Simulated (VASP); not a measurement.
# CsBe3Ag (Pm-3m) in VASP: further runs

The runs below take CsBe3Ag through relaxation of cell and atoms, single point, with PBE.

Program: VASP 6.6.1. These are calculated values, not measurements. Logs are shortened: lines on timing, memory, paths and dates and some standing lists are left out, and cuts for length are marked.

### 1 The cell of the first run

The structure is cubic, space group Pm-3m (No. 221). The conventional cell has a = 4.319 Å, b = 4.319 Å, c = 4.319 Å, α = 90.00°, β = 90.00°, γ = 90.00°. Cs (site symmetry m-3m) has 12 Be at 3.05 Å and 8 Ag at 3.74 Å within 4.0 Å. Be (site symmetry 4/mmm) has 2 Ag at 2.16 Å within 2.9 Å. Ag (site symmetry m-3m) has 6 Be at 2.16 Å within 2.9 Å.

The cell was generated, and may not be a known phase.

### 2 Relaxation of cell and atoms, PBE

File INCAR:

```
SYSTEM = CsBe3Ag
ALGO = Normal
EDIFF = 1E-7
EDIFFG = -0.04
ENCUT = 600
GGA = PE
IBRION = 2
ISIF = 3
ISMEAR = 0
LASPH = .TRUE.
LCHARG = .FALSE.
LREAL = .FALSE.
LWAVE = .FALSE.
NELM = 100
NSW = 90
PREC = Accurate
SIGMA = 0.1
```

File KPOINTS:

```
k-points
0
G
  4 4 4
  0 0 0
```

File POSCAR:

```
CsBe3Ag
1.0
    4.3187450300      0.0000000000      0.0000000000
    0.0000000000      4.3187450300      0.0000000000
    0.0000000000      0.0000000000      4.3187450300
Cs Be Ag
1 3 1
Direct
    0.0000000000      0.0000000000      0.0000000000
    0.0000000000      0.5000000000      0.5000000000
    0.5000000000      0.0000000000      0.5000000000
    0.5000000000      0.5000000000      0.0000000000
    0.5000000000      0.5000000000      0.5000000000
```

Potentials or basis: VASP PAW PBE potentials, release 64 (Cs_sv, Be, Ag).

The run is started by

```bash
> cat potpaw_PBE.64/Cs_sv/POTCAR potpaw_PBE.64/Be/POTCAR potpaw_PBE.64/Ag/POTCAR > POTCAR
> mpirun -np 1 vasp_std > vasp.out
```

OUTCAR:

```text
SYSTEM = CsBe3Ag
   EDIFF = 1E-7
   EDIFFG = -0.04
   ENCUT = 600
   GGA = PE
   IBRION = 2
   ISIF = 3
   ISMEAR = 0
   LASPH = .TRUE.
   LREAL = .FALSE.
   NELM = 100
   NSW = 90
   PREC = Accurate

 ion  position               nearest neighbor table
   1  0.000  0.000  0.000-
   2  0.000  0.500  0.500-   5 2.16   5 2.16
   3  0.500  0.000  0.500-   5 2.16   5 2.16
   4  0.500  0.500  0.000-   5 2.16   5 2.16
   5  0.500  0.500  0.500-   2 2.16   3 2.16   4 2.16   4 2.16   3 2.16   2 2.16

  LATTYP: Found a simple cubic cell.
 ALAT       =     4.3187450300

  Lattice vectors:

 A1 = (   4.3187450300,   0.0000000000,   0.0000000000)
 A2 = (   0.0000000000,   4.3187450300,   0.0000000000)
 A3 = (   0.0000000000,   0.0000000000,   4.3187450300)

Analysis of symmetry for initial positions (statically):
=====================================================================
 Subroutine PRICEL returns:
 Original cell was already a primitive cell.

 Routine SETGRP: Setting up the symmetry group for a
 simple cubic supercell.

 Subroutine GETGRP returns: Found 48 space group operations
 (whereof 48 operations were pure point group operations)
 out of a pool of 48 trial point group operations.

The static configuration has the point symmetry O_h .

Analysis of symmetry for dynamics (positions and initial velocities):
=====================================================================
 Subroutine PRICEL returns:
 Original cell was already a primitive cell.

 Routine SETGRP: Setting up the symmetry group for a
 simple cubic supercell.

 Subroutine GETGRP returns: Found 48 space group operations
 (whereof 48 operations were pure point group operations)
 out of a pool of 48 trial point group operations.

The dynamic configuration has the point symmetry O_h .

 Subroutine INISYM returns: Found 48 space group operations
 (whereof 48 operations are pure point group operations),
 and found     1 'primitive' translations

----------------------------------------------------------------------------------------

                                     Primitive cell

  volume of cell :      80.5513

  direct lattice vectors                    reciprocal lattice vectors
     4.318745030  0.000000000  0.000000000     0.231548747  0.000000000  0.000000000
     0.000000000  4.318745030  0.000000000     0.000000000  0.231548747  0.000000000
     0.000000000  0.000000000  4.318745030     0.000000000  0.000000000  0.231548747

  length of vectors
     4.318745030  4.318745030  4.318745030     0.231548747  0.231548747  0.231548747

  position of ions in fractional coordinates (direct lattice)
     0.000000000  0.000000000  0.000000000
     0.000000000  0.500000000  0.500000000
     0.500000000  0.000000000  0.500000000
     0.500000000  0.500000000  0.000000000
     0.500000000  0.500000000  0.500000000

  ion indices of the primitive-cell ions
   primitive index   ion index
                 1           1
                 2           2
                 3           3
                 4           4
                 5           5

----------------------------------------------------------------------------------------

 KPOINTS: k-points

Automatic generation of k-mesh.
 Grid dimensions read from file:
 generate k-points for:    4    4    4

 Generating k-lattice:

  Cartesian coordinates                     Fractional coordinates (reciprocal lattice)
     0.057887187  0.000000000  0.000000000     0.250000000  0.000000000  0.000000000
     0.000000000  0.057887187  0.000000000     0.000000000  0.250000000  0.000000000
     0.000000000  0.000000000  0.057887187     0.000000000  0.000000000  0.250000000

  Length of vectors
     0.057887187  0.057887187  0.057887187

  Shift w.r.t. Gamma in fractional coordinates (k-lattice)
     0.000000000  0.000000000  0.000000000

 Subroutine IBZKPT returns following result:
 ===========================================

 Found     10 irreducible k-points:

 Following reciprocal coordinates:
            Coordinates               Weight
[... 46 lines left out ...]

 k-point     1 :       0.0000    0.0000    0.0000
  band No.  band energies     occupation
      1     -16.3128      2.00000
      2      -3.3314      2.00000
      3      -3.3314      2.00000
      4      -3.3314      2.00000
      5      -1.4260      2.00000
      6      -1.4260      2.00000
[... 9 lines left out ...]
     16       9.2424      0.00000
     17       9.2424      0.00000

 k-point     2 :       0.2500    0.0000    0.0000
  band No.  band energies     occupation
      1     -16.2800      2.00000
      2      -4.1450      2.00000
      3      -3.2824      2.00000
      4      -3.2824      2.00000
      5      -1.3937      2.00000
      6      -1.3430      2.00000
[... 9 lines left out ...]
     16       8.8318      0.00000
     17       8.8323      0.00000
[... 219 lines left out ...]
 POSITION                                       TOTAL-FORCE (eV/Angst)
 -----------------------------------------------------------------------------------
      0.00000      0.00000      0.00000         0.000000      0.000000      0.000000
     -0.00000      2.37678      2.37678         0.000000      0.000000      0.000000
      2.37678     -0.00000      2.37678         0.000000      0.000000      0.000000
      2.37678      2.37678     -0.00000         0.000000      0.000000      0.000000
      2.37678      2.37678      2.37678        -0.000000     -0.000000      0.000000
 -----------------------------------------------------------------------------------
    total drift:                                0.000000      0.000000      0.000000

  FREE ENERGIE OF THE ION-ELECTRON SYSTEM (eV)
  ---------------------------------------------------
  free  energy   TOTEN  =       -10.4010050971 eV

  energy  without entropy=      -10.4007566106  energy(sigma->0) =      -10.40088085

--------------------------------------- Ionic step        3  -------------------------------------------

 number of electron      26.0000006 magnetization

 Free energy of the ion-electron system (eV)
  ---------------------------------------------------
  ext. energy  EPLUGINS =         0.00000000
  ---------------------------------------------------
  free energy    TOTEN  =       -10.41177737 eV

  energy without entropy =      -10.41169040  energy(sigma->0) =      -10.41173388

 E-fermi :   3.7142     XC(G=0):  -9.2069

 val. band max:        3.4813070280   @ k =   0.5000   0.2500   0.0000
 cond. band min:       3.9087480389   @ k =   0.0000   0.0000   0.0000
 fundamental gap:      0.4274410109
 Fermi energy:         3.7141681464

 k-point     1 :       0.0000    0.0000    0.0000
  band No.  band energies     occupation
      1     -18.1949      2.00000
      2      -5.1447      2.00000
      3      -5.1447      2.00000
      4      -5.1447      2.00000
      5      -2.5902      2.00000
      6      -2.3627      2.00000
[... 9 lines left out ...]
     16       7.0257      0.00000
     17       7.0257      0.00000

 k-point     2 :       0.2500    0.0000    0.0000
  band No.  band energies     occupation
      1     -18.1839      2.00000
      2      -5.5182      2.00000
      3      -5.1131      2.00000
      4      -5.1131      2.00000
      5      -2.3433      2.00000
      6      -2.2951      2.00000
[... 9 lines left out ...]
     16       6.2038      0.00000
     17       6.5612      0.00000
[... 171 lines left out ...]
 VOLUME and BASIS-vectors are now :
 -----------------------------------------------------------------------------
  energy-cutoff  :      600.00
  volume of cell :      104.17
      direct lattice vectors                 reciprocal lattice vectors
     4.705216204 -0.000000000 -0.000000000     0.212530085  0.000000000  0.000000000
    -0.000000000  4.705216204 -0.000000000     0.000000000  0.212530085  0.000000000
    -0.000000000 -0.000000000  4.705216204     0.000000000  0.000000000  0.212530085

 POSITION                                       TOTAL-FORCE (eV/Angst)
 -----------------------------------------------------------------------------------
      0.00000      0.00000      0.00000         0.000000      0.000000      0.000000
     -0.00000      2.35261      2.35261         0.000000      0.000000      0.000000
      2.35261     -0.00000      2.35261         0.000000      0.000000      0.000000
      2.35261      2.35261     -0.00000         0.000000      0.000000      0.000000
      2.35261      2.35261      2.35261        -0.000000     -0.000000      0.000000
 -----------------------------------------------------------------------------------
    total drift:                                0.000000      0.000000      0.000000

  FREE ENERGIE OF THE ION-ELECTRON SYSTEM (eV)
  ---------------------------------------------------
  free  energy   TOTEN  =       -10.4117773742 eV

  energy  without entropy=      -10.4116903952  energy(sigma->0) =      -10.41173388

 reached required accuracy - stopping structural energy minimisation
```

Wall time 26 s (1 thread of Intel Xeon 6975P-C (Granite Rapids), shared host); peak memory 0.22 GiB.

Results:

```
Free energy                           : -10.4118 eV
Relaxed volume                        : 20.83 Å³/atom
Relaxed cell                          : a = 4.705 Å, b = 4.705 Å, c = 4.705 Å, α = 90.00°, β = 90.00°, γ = 90.00°
Space group after relaxing (to 0.1 Å) : Pm-3m (No. 221)
Energy gained by relaxing             : 246.6 meV/atom
Ionic steps                           : 3
Pressure after relaxing               : 0.1 GPa
Band gap on the k mesh                : 0.43 eV (least direct gap 0.59 eV)
```

The path:
```tsv
step	energy change (eV)	largest force (eV/Å)	pressure (GPa)	volume (Å³)
1	0.0000	0.0000	20.76	80.55
2	-1.2223	0.0000	-1.17	107.41
3	-1.2331	0.0000	0.15	104.17
```

Final structure:
```
Cs Be Ag
1.0
     4.70522    0.00000    0.00000
     0.00000    4.70522    0.00000
     0.00000    0.00000    4.70522
Cs Be Ag
1 3 1
Direct
  0.00000 0.00000 0.00000
  0.00000 0.50000 0.50000
  0.50000 0.00000 0.50000
  0.50000 0.50000 0.00000
  0.50000 0.50000 0.50000
```

Levels at points of the mesh, in eV from the valence-band top:
```
           k point  band 11  band 12  band 13  band 14  band 15  band 16
(0.00, 0.00, 0.00)    -0.16    -0.16    -0.16     0.43     0.43     3.54
(0.50, 0.00, 0.00)    -3.54    -0.49    -0.49     0.74     2.06     3.36
(0.50, 0.50, 0.00)    -1.85    -1.85    -0.20     0.93     1.85     1.85
(0.50, 0.50, 0.50)    -2.63    -2.63    -2.63     1.76     1.76     1.76
```

Caveat: the volume moved by over 15 % at a fixed basis, so the end points are rough; spin-orbit coupling is left out, which moves the levels of the heavy elements. A k mesh can miss the band edges.

### 3 Single point, PBE

This run uses another cell than the first one, of 21.03 Å³/atom.

File INCAR:

```
SYSTEM = CsBe3Ag
ALGO = Normal
EDIFF = 1E-7
ENCUT = 520
GGA = PE
ISIF = 2
ISMEAR = 0
LASPH = .TRUE.
LCHARG = .FALSE.
LREAL = .FALSE.
LWAVE = .FALSE.
NBANDS = 21
NELM = 80
PREC = Accurate
SIGMA = 0.02
```

File KPOINTS:

```
k-points
0
G
  8 8 8
  0 0 0
```

POSCAR: that of step 2 with these lines changed.

```diff
@@ -2,5 +2,5 @@
 1.0
-    4.3187450300      0.0000000000      0.0000000000
-    0.0000000000      4.3187450300      0.0000000000
-    0.0000000000      0.0000000000      4.3187450300
+    4.7202711168      0.0000000000      0.0000000000
+    0.0000000000      4.7202711168      0.0000000000
+    0.0000000000      0.0000000000      4.7202711168
 Cs Be Ag
```

Potentials or basis: VASP PAW PBE potentials, release 64 (Cs_sv, Be, Ag).

The run is started by

```bash
> cat potpaw_PBE.64/Cs_sv/POTCAR potpaw_PBE.64/Be/POTCAR potpaw_PBE.64/Ag/POTCAR > POTCAR
> mpirun -np 1 vasp_std > vasp.out
```

Wall time 30 s (1 thread of Intel Xeon 6975P-C (Granite Rapids), shared host); peak memory 0.25 GiB.

It converged, with:

| Quantity | Value |
| --- | --- |
| Free energy | -10.4383 eV |
| Pressure | 0.0 GPa |
| Band gap on the k mesh | zero (bands 13 and 14 overlap by 0.25 eV) |

Levels at points of the mesh, in eV from the Fermi level:
```csv
k point,band 10,band 11,band 12,band 13,band 14,band 15,band 16,band 17
"(0.00, 0.00, 0.00)",-5.36,-0.45,-0.45,-0.45,0.14,0.14,3.25,3.25
"(0.50, 0.00, 0.00)",-4.65,-3.81,-0.76,-0.76,0.47,1.74,3.05,3.05
"(0.50, 0.50, 0.00)",-4.93,-2.15,-2.15,-0.48,0.64,1.57,1.57,2.49
"(0.50, 0.50, 0.50)",-3.98,-2.91,-2.91,-2.91,1.44,1.44,1.44,5.82
```

Caveat: spin-orbit coupling is left out, which moves the levels of the heavy elements.

### 4 Single point, PBE

This run uses another cell than the first one, of 21.03 Å³/atom.

File INCAR:

```
PREC = Accurate
ENCUT = 520
EDIFF = 1E-7
ISMEAR = 0
SIGMA = 0.1
LREAL = False
LASPH = True
NELM = 80
ALGO = Normal
ISIF = 2
LWAVE = False
LCHARG = False
GGA = PE
NBANDS = 21
```

File KPOINTS:

```
regular mesh
0
Gamma
  8 8 8
```

POSCAR is that of step 3.

The run is started by

```bash
> cat potpaw_PBE.64/Cs_sv/POTCAR potpaw_PBE.64/Be/POTCAR potpaw_PBE.64/Ag/POTCAR > POTCAR
> mpirun -np 1 vasp_std > vasp.out
```

Run time: 34 s. Hardware: 1 thread of Intel Xeon 6975P-C (Granite Rapids), shared host; peak memory 0.25 GiB.

It converged, with:

```
Free energy            : -10.4402 eV
Pressure               : 0.0 GPa
Band gap on the k mesh : zero (bands 13 and 14 overlap by 0.25 eV)
```

Levels at points of the mesh, in eV from the Fermi level:
| k point | band 10 | band 11 | band 12 | band 13 | band 14 | band 15 | band 16 | band 17 |
| --- | --- | --- | --- | --- | --- | --- | --- | --- |
| (0.00, 0.00, 0.00) | -5.33 | -0.41 | -0.41 | -0.41 | 0.18 | 0.18 | 3.28 | 3.28 |
| (0.50, 0.00, 0.00) | -4.61 | -3.77 | -0.72 | -0.72 | 0.51 | 1.78 | 3.09 | 3.09 |
| (0.50, 0.50, 0.00) | -4.89 | -2.11 | -2.11 | -0.44 | 0.68 | 1.60 | 1.60 | 2.53 |
| (0.50, 0.50, 0.50) | -3.94 | -2.87 | -2.87 | -2.87 | 1.48 | 1.48 | 1.48 | 5.86 |

Caveat: spin-orbit coupling is left out, which moves the levels of the heavy elements.

### 5 Relaxation of cell and atoms, PBE

This run uses another cell than the first one, of 20.71 Å³/atom.

File INCAR:

```
PREC = Accurate
ENCUT = 600
EDIFF = 1E-6
ISMEAR = 0
SIGMA = 0.02
LREAL = False
LASPH = True
NELM = 100
ALGO = Fast
ISIF = 3
LWAVE = False
LCHARG = False
GGA = PE
IBRION = 2
NSW = 100
EDIFFG = -0.01
```

KPOINTS is that of step 4.

POSCAR: that of step 4 with these lines changed.

```diff
@@ -2,5 +2,5 @@
 1.0
-    4.7202711168      0.0000000000      0.0000000000
-    0.0000000000      4.7202711168      0.0000000000
-    0.0000000000      0.0000000000      4.7202711168
+    4.6957881757      0.0000000000      0.0000000000
+    0.0000000000      4.6957881757      0.0000000000
+    0.0000000000      0.0000000000      4.6957881757
 Cs Be Ag
```

The run is started by

```bash
> cat potpaw_PBE.64/Cs_sv/POTCAR potpaw_PBE.64/Be/POTCAR potpaw_PBE.64/Ag/POTCAR > POTCAR
> mpirun -np 1 vasp_std > vasp.out
```

Wall time 87 s (1 thread of Intel Xeon 6975P-C (Granite Rapids), shared host); peak memory 0.3 GiB.

It converged, with:

| Quantity | Value |
| --- | --- |
| Free energy | -10.4380 eV |
| Relaxed volume | 21.05 Å³/atom |
| Relaxed cell | a = 4.721 Å, b = 4.721 Å, c = 4.721 Å, α = 90.00°, β = 90.00°, γ = 90.00° |
| Space group after relaxing (to 0.1 Å) | Pm-3m (No. 221) |
| Energy gained by relaxing | 0.8 meV/atom |
| Ionic steps | 3 |
| Pressure after relaxing | 0.0 GPa |
| Band gap on the k mesh | zero (bands 13 and 14 overlap by 0.25 eV) |

The path:
| step | energy change (eV) | largest force (eV/Å) | pressure (GPa) | volume (Å³) |
| --- | --- | --- | --- | --- |
| 1 | 0.0000 | 0.0000 | 0.76 | 103.54 |
| 2 | -0.0038 | 0.0000 | 0.08 | 105.02 |
| 3 | -0.0038 | 0.0000 | 0.00 | 105.23 |

Final structure:
```
CELL_PARAMETERS angstrom
4.72116 0.00000 0.00000
0.00000 4.72116 0.00000
0.00000 0.00000 4.72116
ATOMIC_POSITIONS crystal
Cs 0.00000 0.00000 0.00000
Be 0.00000 0.50000 0.50000
Be 0.50000 0.00000 0.50000
Be 0.50000 0.50000 0.00000
Ag 0.50000 0.50000 0.50000
```

Levels at points of the mesh, in eV from the Fermi level:
```tsv
k point	band 10	band 11	band 12	band 13	band 14	band 15	band 16	band 17
(0.00, 0.00, 0.00)	-5.36	-0.45	-0.45	-0.45	0.14	0.14	3.24	3.24
(0.50, 0.00, 0.00)	-4.65	-3.81	-0.76	-0.76	0.48	1.73	3.05	3.05
(0.50, 0.50, 0.00)	-4.92	-2.15	-2.15	-0.48	0.64	1.57	1.57	2.49
(0.50, 0.50, 0.50)	-3.98	-2.91	-2.91	-2.91	1.44	1.44	1.44	5.82
```

Caveat: spin-orbit coupling is left out, which moves the levels of the heavy elements.

### 6 Relaxation of cell and atoms, PBE

This run uses another cell than the first one, of 21.03 Å³/atom.

File INCAR:

```
PREC = Accurate
ENCUT = 600
EDIFF = 1E-6
ISMEAR = 0
SIGMA = 0.1
LREAL = F
LASPH = T
NELM = 100
ALGO = Fast
ISIF = 3
LWAVE = F
LCHARG = F
GGA = PE
IBRION = 2
NSW = 100
EDIFFG = -0.01
```

KPOINTS is that of step 5.

POSCAR: that of step 5 with these lines changed.

```diff
@@ -2,5 +2,5 @@
 1.0
-    4.6957881757      0.0000000000      0.0000000000
-    0.0000000000      4.6957881757      0.0000000000
-    0.0000000000      0.0000000000      4.6957881757
+    4.7202711168      0.0000000000      0.0000000000
+    0.0000000000      4.7202711168      0.0000000000
+    0.0000000000      0.0000000000      4.7202711168
 Cs Be Ag
```

Potentials or basis: VASP PAW PBE potentials, release 64 (Cs_sv, Be, Ag).

The run is started by

```bash
> cat potpaw_PBE.64/Cs_sv/POTCAR potpaw_PBE.64/Be/POTCAR potpaw_PBE.64/Ag/POTCAR > POTCAR
> mpirun -np 1 vasp_std > vasp.out
```

Run time: 44 s. Hardware: 1 thread of Intel Xeon 6975P-C (Granite Rapids), shared host; peak memory 0.29 GiB.

The run converged. Its results:

| Quantity | Value |
| --- | --- |
| Free energy | -10.4401 eV |
| Pressure after relaxing | 0.1 GPa |
| Band gap on the k mesh | zero (bands 13 and 14 overlap by 0.25 eV) |

Final structure:
```
Cs Be Ag
1.0
     4.72027    0.00000    0.00000
     0.00000    4.72027    0.00000
     0.00000    0.00000    4.72027
Cs Be Ag
1 3 1
Direct
  0.00000 0.00000 0.00000
  0.00000 0.50000 0.50000
  0.50000 0.00000 0.50000
  0.50000 0.50000 0.00000
  0.50000 0.50000 0.50000
```

Levels at points of the mesh, in eV from the Fermi level:
```tsv
k point	band 11	band 12	band 13	band 14	band 15	band 16
(0.00, 0.00, 0.00)	-0.41	-0.41	-0.41	0.18	0.18	3.28
(0.50, 0.00, 0.00)	-3.77	-0.72	-0.72	0.51	1.78	3.10
(0.50, 0.50, 0.00)	-2.11	-2.11	-0.44	0.68	1.60	1.60
(0.50, 0.50, 0.50)	-2.87	-2.87	-2.87	1.48	1.48	1.48
```

Caveat: the relaxation stopped at its first step, so nothing moved; spin-orbit coupling is left out, which moves the levels of the heavy elements.

### 7 Overview

```csv
task,cell,k mesh,cutoff (eV),smearing,gap on the mesh (eV),pressure (GPa),relaxed volume (Å³/atom)
relaxation of cell and atoms,"relaxed from a = 4.319 Å, 5 atoms",4 × 4 × 4,600,gaussian 0.1 eV,0.43,0.1,20.83
single point,"a = 4.720 Å, 5 atoms",8 × 8 × 8,520,gaussian 0.02 eV,none,0.0,-
single point,"a = 4.720 Å, 5 atoms",8 × 8 × 8,520,gaussian 0.1 eV,none,0.0,-
relaxation of cell and atoms,"relaxed from a = 4.696 Å, 5 atoms",8 × 8 × 8,600,gaussian 0.02 eV,none,0.0,21.05
relaxation of cell and atoms,"relaxed from a = 4.720 Å, 5 atoms",8 × 8 × 8,600,gaussian 0.1 eV,none,0.1,-
```

Alike in all rows: level PBE; potentials or basis VASP PAW PBE potentials, release 64 (Cs_sv, Be, Ag); no spin polarisation.

Caveats: spin-orbit coupling is left out, which moves the levels of the heavy elements; the volume moved by over 15 % at a fixed basis, so the end points are rough (at least some runs); the relaxation stopped at its first step, so nothing moved (at least some runs).

Absolute energies hang on the potentials; compare differences alone.

The gap in the log of VASP goes by the Fermi energy; the results here count the filled bands.